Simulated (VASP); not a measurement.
# Be5ZnSe6 (P3m1) in VASP: relaxation of cell and atoms with PBE

Aim: the relaxation of cell and atoms of Be5ZnSe6 with PBE.

Everything below comes from runs of VASP 6.6.1. Logs are shortened: lines on timing, memory, paths and dates and some standing lists are left out, and cuts for length are marked.

## Step 1: The cell of the first run

Symmetry: P3m1, No. 156, trigonal system. Conventional cell: a = 3.724 Å, b = 3.724 Å, c = 18.331 Å, α = 90.00°, β = 90.00°, γ = 120.00°. Be (site symmetry 3m) has 4 Se at 2.24 to 2.27 Å within 3.0 Å. Within 2.9 Å of Be (site symmetry 3m) lie 4 Se at 2.23 to 2.27 Å. Within 3.0 Å of Be (site symmetry 3m) lie 4 Se at 2.24 to 2.27 Å. Be (site symmetry 3m) has 4 Se at 2.24 to 2.27 Å within 3.0 Å. Within 3.0 Å of Be (site symmetry 3m) lie 4 Se at 2.24 to 2.27 Å. Zn (site symmetry 3m) has 4 Se at 2.39 to 2.45 Å within 3.2 Å. Within 3.0 Å of Se (site symmetry 3m) lie 4 Be at 2.24 to 2.27 Å. Se (site symmetry 3m) has 1 Be at 2.23 Å and 3 Zn at 2.39 Å within 2.9 Å.

## Step 2: Relaxation of cell and atoms, PBE

INCAR reads:

```
ALGO = Normal
EDIFF = 1E-7
EDIFFG = -0.01
ENCUT = 600
GGA = PE
IBRION = 2
ISIF = 3
ISMEAR = 0
LASPH = True
LCHARG = False
LREAL = False
LWAVE = False
NELM = 60
NSW = 100
PREC = Accurate
SIGMA = 0.02
```

KPOINTS reads:

```
k-points
0
Gamma
  12 12 2
```

POSCAR reads:

```
Be5ZnSe6
1.0
    3.7236691000      0.0000000000      0.0000000000
   -1.8618346000      3.2247921000      0.0000000000
    0.0000000000      0.0000000000     18.3308759000
Be Zn Se
5 1 6
Direct
    0.3333333000      0.6666667000      0.0044610000
    0.6666667000      0.3333333000      0.8426150000
    0.3333333000      0.6666667000      0.4907930000
    0.6666667000      0.3333333000      0.3285970000
    0.0000000000      0.0000000000      0.1665350000
    0.0000000000      0.0000000000      0.6642040000
    0.3333333000      0.6666667000      0.8822180000
    0.6666667000      0.3333333000      0.7210320000
    0.0000000000      0.0000000000      0.5302940000
    0.3333333000      0.6666667000      0.3684960000
    0.6666667000      0.3333333000      0.2064110000
    0.0000000000      0.0000000000      0.0443440000
```

Potentials or basis: VASP PAW PBE potentials, release 64 (Be, Zn, Se).

Launch:

```sh
cat potpaw_PBE.64/Be/POTCAR potpaw_PBE.64/Zn/POTCAR potpaw_PBE.64/Se/POTCAR > POTCAR
mpirun -np 1 vasp_std > vasp.out
```

OUTCAR:

```text
EDIFF = 1E-7
   EDIFFG = -0.01
   ENCUT = 600
   GGA = PE
   IBRION = 2
   ISIF = 3
   ISMEAR = 0
   LASPH = True
   LREAL = False
   NELM = 60
   NSW = 100
   PREC = Accurate

 ion  position               nearest neighbor table
   1  0.333  0.667  0.004-   7 2.24  12 2.27  12 2.27  12 2.27
   2  0.667  0.333  0.843-   8 2.23   7 2.27   7 2.27   7 2.27
   3  0.333  0.667  0.491-  10 2.24   9 2.27   9 2.27   9 2.27
   4  0.667  0.333  0.329-  11 2.24  10 2.27  10 2.27  10 2.27
   5  0.000  0.000  0.167-  12 2.24  11 2.27  11 2.27  11 2.27
   6  0.000  0.000  0.664-   8 2.39   8 2.39   8 2.39   9 2.45
   7  0.333  0.667  0.882-   1 2.24   2 2.27   2 2.27   2 2.27
   8  0.667  0.333  0.721-   2 2.23   6 2.39   6 2.39   6 2.39
   9  0.000  0.000  0.530-   3 2.27   3 2.27   3 2.27   6 2.45
  10  0.333  0.667  0.368-   3 2.24   4 2.27   4 2.27   4 2.27
  11  0.667  0.333  0.206-   4 2.24   5 2.27   5 2.27   5 2.27
  12  0.000  0.000  0.044-   5 2.24   1 2.27   1 2.27   1 2.27

  LATTYP: Found a hexagonal cell.
 ALAT       =     3.7236691000
 C/A-ratio  =     4.9227993701

  Lattice vectors:

 A1 = (   3.7236691000,   0.0000000000,   0.0000000000)
 A2 = (  -1.8618346000,   3.2247921000,   0.0000000000)
 A3 = (   0.0000000000,   0.0000000000,  18.3308759000)

Analysis of symmetry for initial positions (statically):
=====================================================================
 Subroutine PRICEL returns:
 Original cell was already a primitive cell.

 Routine SETGRP: Setting up the symmetry group for a
 hexagonal supercell.

 Subroutine GETGRP returns: Found  6 space group operations
 (whereof  6 operations were pure point group operations)
 out of a pool of 24 trial point group operations.

The static configuration has the point symmetry C_3v.

Analysis of symmetry for dynamics (positions and initial velocities):
=====================================================================
 Subroutine PRICEL returns:
 Original cell was already a primitive cell.

 Routine SETGRP: Setting up the symmetry group for a
 hexagonal supercell.

 Subroutine GETGRP returns: Found  6 space group operations
 (whereof  6 operations were pure point group operations)
 out of a pool of 24 trial point group operations.

The dynamic configuration has the point symmetry C_3v.

 Subroutine INISYM returns: Found  6 space group operations
 (whereof  6 operations are pure point group operations),
 and found     1 'primitive' translations

----------------------------------------------------------------------------------------

                                     Primitive cell

  volume of cell :     220.1182

  direct lattice vectors                    reciprocal lattice vectors
     3.723669100  0.000000000  0.000000000     0.268552327  0.155048759  0.000000000
    -1.861834600  3.224792100  0.000000000     0.000000000  0.310097510  0.000000000
     0.000000000  0.000000000 18.330875900     0.000000000  0.000000000  0.054552767

  length of vectors
     3.723669100  3.723669181 18.330875900     0.310097517  0.310097510  0.054552767

  position of ions in fractional coordinates (direct lattice)
     0.333333300  0.666666700  0.004461000
     0.666666700  0.333333300  0.842615000
     0.333333300  0.666666700  0.490793000
     0.666666700  0.333333300  0.328597000
     0.000000000  0.000000000  0.166535000
     0.000000000  0.000000000  0.664204000
     0.333333300  0.666666700  0.882218000
     0.666666700  0.333333300  0.721032000
     0.000000000  0.000000000  0.530294000
     0.333333300  0.666666700  0.368496000
     0.666666700  0.333333300  0.206411000
     0.000000000  0.000000000  0.044344000

  ion indices of the primitive-cell ions
[... 115 lines left out ...]
   LRPA    =     F    only Hartree local field effects (RPA)
 conjugate gradient relaxation of ions
 non-spin polarized calculation
 Gauss-broadening in eV      SIGMA  =   0.02
  energy-cutoff  :      600.00
  volume of cell :      220.12
 maximum number of plane-waves:      7391
 NGX is ok and might be reduce to    30
   NGX = 15   NGY = 15   NGZ = 73

--------------------------------------- Ionic step        1  -------------------------------------------

 number of electron      57.9999986 magnetization

 Free energy of the ion-electron system (eV)
  ---------------------------------------------------
  ext. energy  EPLUGINS =         0.00000000
  ---------------------------------------------------
  free energy    TOTEN  =       -50.00380135 eV

  energy without entropy =      -50.00380135  energy(sigma->0) =      -50.00380135

------------------------ aborting loop because EDIFF is reached ----------------------------------------

  FORCE on cell =-STRESS in cart. coord.  units (eV):
  Direction    XX          YY          ZZ          XY          YZ          ZX
  --------------------------------------------------------------------------------------
  -------------------------------------------------------------------------------------
  Total        0.2807529      0.2807529      0.2145883     -0.0000000      0.0000000      0.0000000
  in kB        2.0435198      2.0435199      1.5619263     -0.0000000      0.0000000      0.0000000
  external PRESSURE =       1.8829887 kB  Pullay stress =       0.0000000 kB

 VOLUME and BASIS-vectors are now :
 -----------------------------------------------------------------------------
  energy-cutoff  :      600.00
  volume of cell :      220.12
      direct lattice vectors                 reciprocal lattice vectors
     3.723669100  0.000000000  0.000000000     0.268552327  0.155048759  0.000000000
    -1.861834600  3.224792100  0.000000000     0.000000000  0.310097510  0.000000000
     0.000000000  0.000000000 18.330875900     0.000000000  0.000000000  0.054552767

 POSITION                                       TOTAL-FORCE (eV/Angst)
 -----------------------------------------------------------------------------------
     -0.00000      2.14986      0.08177        -0.000000     -0.000000     -0.000327
      1.86183      1.07493     15.44587        -0.000000     -0.000000      0.000278
     -0.00000      2.14986      8.99667        -0.000000     -0.000000      0.003632
      1.86183      1.07493      6.02347        -0.000000     -0.000000     -0.000221
      0.00000      0.00000      3.05273        -0.000000      0.000000     -0.000192
      0.00000      0.00000     12.17544         0.000000     -0.000000     -0.004252
     -0.00000      2.14986     16.17183         0.000000      0.000000     -0.000573
      1.86183      1.07493     13.21715         0.000000     -0.000000      0.020429
      0.00000      0.00000      9.72075        -0.000000     -0.000000     -0.016255
     -0.00000      2.14986      6.75485         0.000000     -0.000000     -0.003099
      1.86183      1.07493      3.78369         0.000000      0.000000      0.000298
      0.00000      0.00000      0.81286        -0.000000      0.000000      0.000282
 -----------------------------------------------------------------------------------
    total drift:                                0.000018     -0.000011      0.000721

  FREE ENERGIE OF THE ION-ELECTRON SYSTEM (eV)
  ---------------------------------------------------
  free  energy   TOTEN  =       -50.0038013525 eV

  energy  without entropy=      -50.0038013525  energy(sigma->0) =      -50.00380135

--------------------------------------- Ionic step        2  -------------------------------------------

 number of electron      57.9999987 magnetization

 Free energy of the ion-electron system (eV)
  ---------------------------------------------------
  ext. energy  EPLUGINS =         0.00000000
  ---------------------------------------------------
  free energy    TOTEN  =       -50.00412661 eV

  energy without entropy =      -50.00412661  energy(sigma->0) =      -50.00412661

 E-fermi :   3.4062     XC(G=0):  -9.3233

 val. band max:        3.3140504912   @ k =   0.0000   0.0000   0.0000
 cond. band min:       5.4361287299   @ k =   0.5000   0.0000   0.0000
 fundamental gap:      2.1220782388
 Fermi energy:         3.4061799661

 k-point     1 :       0.0000    0.0000    0.0000
  band No.  band energies     occupation
      1     -10.7685      2.00000
      2     -10.5521      2.00000
      3     -10.4597      2.00000
      4      -9.9795      2.00000
      5      -9.8689      2.00000
      6      -9.5407      2.00000
[... 925 lines left out ...]
     35       7.4309      0.00000
     36       7.5737      0.00000

 [... further k-points ...]

------------------------ aborting loop because EDIFF is reached ----------------------------------------

  FORCE on cell =-STRESS in cart. coord.  units (eV):
  Direction    XX          YY          ZZ          XY          YZ          ZX
  --------------------------------------------------------------------------------------
  -------------------------------------------------------------------------------------
  Total       -0.0479141     -0.0479141     -0.0702362      0.0000000      0.0000000     -0.0000000
  in kB       -0.3476670     -0.3476671     -0.5096376      0.0000000      0.0000000     -0.0000000
  external PRESSURE =      -0.4016572 kB  Pullay stress =       0.0000000 kB

 VOLUME and BASIS-vectors are now :
 -----------------------------------------------------------------------------
  energy-cutoff  :      600.00
  volume of cell :      220.81
      direct lattice vectors                 reciprocal lattice vectors
     3.727871964 -0.000000000  0.000000000     0.268249556  0.154873955  0.000000000
    -1.863936032  3.228431887  0.000000000     0.000000000  0.309747901  0.000000000
     0.000000000  0.000000000 18.346689806     0.000000000  0.000000000  0.054505745

 POSITION                                       TOTAL-FORCE (eV/Angst)
 -----------------------------------------------------------------------------------
     -0.00000      2.15229      0.08183        -0.000000     -0.000000     -0.000742
      1.86394      1.07614     15.45921        -0.000000      0.000000      0.004927
     -0.00000      2.15229      9.00460         0.000000     -0.000000     -0.002371
      1.86394      1.07614      6.02866         0.000000     -0.000000     -0.001277
      3.72787     -0.00000      3.05536         0.000000     -0.000000     -0.000504
     -1.86394      3.22843     12.18574         0.000000     -0.000000      0.008908
     -0.00000      2.15229     16.18575         0.000000     -0.000000      0.001424
      1.86394      1.07614     13.22954        -0.000000      0.000000     -0.002086
      1.86394      3.22843      9.72835         0.000000     -0.000000     -0.008303
     -0.00000      2.15229      6.76053         0.000000     -0.000000     -0.000974
      1.86394      1.07614      3.78697         0.000000      0.000000      0.000369
      3.72787     -0.00000      0.81358         0.000000     -0.000000      0.000628
 -----------------------------------------------------------------------------------
    total drift:                                0.000018     -0.000011      0.000291

  FREE ENERGIE OF THE ION-ELECTRON SYSTEM (eV)
  ---------------------------------------------------
  free  energy   TOTEN  =       -50.0041266104 eV

  energy  without entropy=      -50.0041266104  energy(sigma->0) =      -50.00412661

 reached required accuracy - stopping structural energy minimisation
```

It took 17 min on 1 thread of Oxide Virtual Turin-like, shared host; peak memory 0.55 GiB.

Results:

```yaml
Free_energy: -50.0041 eV
Relaxed_volume: 18.40 Å³/atom
Relaxed_cell: a = 3.728 Å, b = 3.728 Å, c = 18.347 Å, α = 90.00°, β = 90.00°, γ = 120.00°
Space_group_after_relaxing_to_0.1_Å: P3m1 (No. 156)
Energy_gained_by_relaxing: 0.0 meV/atom
Ionic_steps: 2
Pressure_after_relaxing: 0.0 GPa
Largest_force_after_relaxing: 0.009 eV/Å
Band_gap_on_the_k_mesh: 2.12 eV (least direct gap 2.79 eV)
```

Forces in eV/Å, atoms in the order of the input:
```
Be   0.000  0.000 -0.001
Be   0.000  0.000  0.005
Be   0.000  0.000 -0.002
Be   0.000  0.000 -0.001
Be   0.000  0.000 -0.001
Zn   0.000  0.000  0.009
Se   0.000  0.000  0.001
Se   0.000  0.000 -0.002
Se   0.000  0.000 -0.008
Se   0.000  0.000 -0.001
Se   0.000  0.000  0.000
Se   0.000  0.000  0.001
```

Step by step:
| step | energy change (eV) | largest force (eV/Å) | pressure (GPa) | volume (Å³) |
| --- | --- | --- | --- | --- |
| 1 | 0.0000 | 0.0204 | 0.19 | 220.12 |
| 2 | -0.0003 | 0.0089 | -0.04 | 220.81 |

Final structure:
```
CELL_PARAMETERS angstrom
3.72787 0.00000 0.00000
-1.86394 3.22843 0.00000
0.00000 0.00000 18.34669
ATOMIC_POSITIONS crystal
Be 0.33333 0.66667 0.00446
Be 0.66667 0.33333 0.84262
Be 0.33333 0.66667 0.49080
Be 0.66667 0.33333 0.32860
Be 0.00000 0.00000 0.16653
Zn 0.00000 0.00000 0.66419
Se 0.33333 0.66667 0.88222
Se 0.66667 0.33333 0.72109
Se 0.00000 0.00000 0.53025
Se 0.33333 0.66667 0.36849
Se 0.66667 0.33333 0.20641
Se 0.00000 0.00000 0.04434
```

A k mesh can miss the band edges.
